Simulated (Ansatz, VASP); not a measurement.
Sr: VASP beside Ansatz

```
Sr
1.0
     0.00000    3.00123    3.00123
     3.00123    0.00000    3.00123
     3.00123    3.00123    0.00000
Sr
1
Direct
  0.00000 0.00000 0.00000
```

Change from the starting cell: volume scaled by 0.96, PAW files.

Alike in both runs: task electric field gradients; functional LDA; k mesh 10 × 10 × 10; occupations fermi-dirac, width 0.08 eV; no spin polarisation.

|  | VASP | Ansatz |
| --- | --- | --- |
| version | VASP 6.6.1 | Ansatz 0.2.0 |
| potentials or method | VASP PAW LDA potentials, release 64 (Sr_sv) | PAW with Ansatz's default frozen-core files, scalar-relativistic |
| plane-wave cutoff (eV) | 520 | 420 |
| valence electrons in the cell | 10 | 10 |

```tsv
	VASP	Ansatz	Ansatz less VASP
pressure (GPa)	-1.2	-1.2	+0.01
```

LDA's correlation is that of Perdew and Zunger in VASP and of Perdew and Wang (1992) in Ansatz.
